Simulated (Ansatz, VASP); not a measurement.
## Li4Cl in VASP and in Ansatz

The input INCAR:

```
PREC = Accurate
ENCUT = 600
EDIFF = 1E-6
ISMEAR = 0
SIGMA = 0.1
LREAL = False
LASPH = True
NELM = 100
ALGO = Normal
ISIF = 3
LWAVE = False
LCHARG = False
GGA = PE
IBRION = 2
NSW = 100
EDIFFG = -0.01
```

Contents of KPOINTS:

```
Automatic mesh
0
Gamma
  16 16 16
```

The input POSCAR:

```
Li4Cl
1.0
   -1.7496181680      1.7496181680      8.3043740036
    1.7496181680     -1.7496181680      8.3043740036
    1.7496181680      1.7496181680     -8.3043740036
Li Cl
4 1
Direct
    0.7500000000      0.2500000000      0.5000000000
    0.2500000000      0.7500000000      0.5000000000
    0.4099809516      0.4099809516      0.0000000000
    0.5900190484      0.5900190484      0.0000000000
    0.0000000000      0.0000000000      0.0000000000
```

Input for Ansatz:

```yaml
crystal:
  lattice:
    - [-1.749618168, 1.749618168, 8.3043740036]
    - [1.749618168, -1.749618168, 8.3043740036]
    - [1.749618168, 1.749618168, -8.3043740036]
  atoms:
    - { symbol: Li, position: [0.75, 0.25, 0.5] }
    - { symbol: Li, position: [0.25, 0.75, 0.5] }
    - { symbol: Li, position: [0.4099809516, 0.4099809516, 0.0] }
    - { symbol: Li, position: [0.5900190484, 0.5900190484, 0.0] }
    - { symbol: Cl, position: [0.0, 0.0, 0.0] }
basis:
  ecutwfc: 420
kpoints:
  mp_grid: { grid: [16, 16, 16] }
hamiltonian:
  xc: pbe
scf:
  occupations: { method: gaussian, width: 0.1 }
output:
  forces: true
  stress: true
  eigenvalues: true
  write_density: true
  write_potential: true
  elf: true
  volumetric_format: npy
relax:
  adjacent_minimum: "off"
  f_tol: 0.01
  max_steps: 80
  cell: { stress_tol: 0.05 }
```

Change from the starting cell: species swapped into the EuGa4 type (I4/mmm, No. 139).

Alike in both runs: task relaxation of cell and atoms; functional PBE; k mesh 16 × 16 × 16; occupations gaussian, width 0.1 eV; no spin polarisation.

```csv
,VASP,Ansatz
version,VASP 6.6.1,Ansatz 0.2.0
potentials or method,"VASP PAW PBE potentials, release 64 (Li_sv, Cl), cutoff 600 eV","scalar-relativistic, plane waves, PAW"
valence electrons in the cell,19,19
```

Ansatz gave:

| Quantity | Value |
| --- | --- |
| gap on the k mesh at the Fermi level, each at its own relaxed structure (eV) | none |
| relaxed volume (Å³/atom) | 20.43 |
| relaxed cell length with the largest relative difference (Å) | 8.741 |

Estimate VASP's values.

gap on the k mesh at the Fermi level, each at its own relaxed structure (eV): none; relaxed volume (Å³/atom): 20.31; relaxed cell length with the largest relative difference (Å): 8.720.

A gap of «none» marks a metal or a gap that the smearing closes.

Noted on VASP's run: the cutoff is short for stress, so the pressure is rough.
